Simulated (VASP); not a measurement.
Set up this calculation in VASP 6.6.1, as the native input.

```
Task                   : single point
Functional             : r2SCAN
Potentials or basis    : VASP PAW PBE potentials, release 64 (Mg, O)
Cutoff                 : 520 eV
k mesh                 : 6 × 6 × 6
Occupations            : gaussian, width 0.05 eV
Spin                   : no spin polarisation
Dipole correction      : no
Further INCAR settings : ALGO = Normal; EDIFF = 1e-06; NBANDS = 16
```

The system is MgO.

```
Mg O
1.0
     3.40121   -0.07939   -0.07075
    -1.76936    2.83138    0.02065
    -0.08499   -0.02042    4.99021
Mg O
2 2
Direct
  0.66721 0.33129 0.75259
  0.32986 0.67704 0.24733
  0.66724 0.32892 0.25320
  0.33569 0.66275 0.74687
```

This cell differs from its parent crystal: atoms moved at random and the cell strained at random.

The input as run:

POSCAR

```
MgO
1.0
    3.4012134103     -0.0793944373     -0.0707475936
   -1.7693643049      2.8313849105      0.0206544348
   -0.0849938196     -0.0204189794      4.9902099110
Mg O
2 2
Direct
    0.6672109634      0.3312949047      0.7525937039
    0.3298573810      0.6770369848      0.2473323229
    0.6672437058      0.3289198695      0.2531992899
    0.3356879498      0.6627482410      0.7468746833
```

INCAR.step1

```
ALGO = Normal ; EDIFF = 1E-4
ENCUT = 520 ; GGA = PE
ISMEAR = 0 ; LASPH = T
LCHARG = F ; LREAL = F
LWAVE = T ; NBANDS = 16
NELM = 60 ; PREC = Accurate
SIGMA = 0.05
```

INCAR.step2

```
ALGO = Normal ; EDIFF = 1E-6
ENCUT = 520 ; ISIF = 2
ISMEAR = 0 ; ISTART = 1
LASPH = T ; LCHARG = F
LMIXTAU = T ; LREAL = F
LWAVE = F ; METAGGA = R2SCAN
NBANDS = 16 ; NELM = 60
PREC = Accurate ; SIGMA = 0.05
```

KPOINTS

```
k-points
0
Gamma
  6 6 6
```

Potentials or basis: VASP PAW PBE potentials, release 64 (Mg, O).

The run is started by

```sh
$ cat potpaw_PBE.64/Mg/POTCAR potpaw_PBE.64/O/POTCAR > POTCAR
$ cp INCAR.step1 INCAR
$ mpirun -np 1 vasp_std > vasp.out
$ cp INCAR.step2 INCAR
$ mpirun -np 1 vasp_std > vasp.out
```

It gave:

| Quantity | Value |
| --- | --- |
| Pressure | 1.7 GPa |
| Largest force | 1.822 eV/Å |
| Band gap on the k mesh | 3.54 eV |

Caveat: the cell differs from its parent crystal (atoms moved at random and the cell strained at random); the PAW data sets were made with another functional, which shifts forces and pressure a little.

Wall time 7.7 min on 1 thread of Intel Xeon 8259CL, with other jobs on the host, peak memory 0.23 GiB.
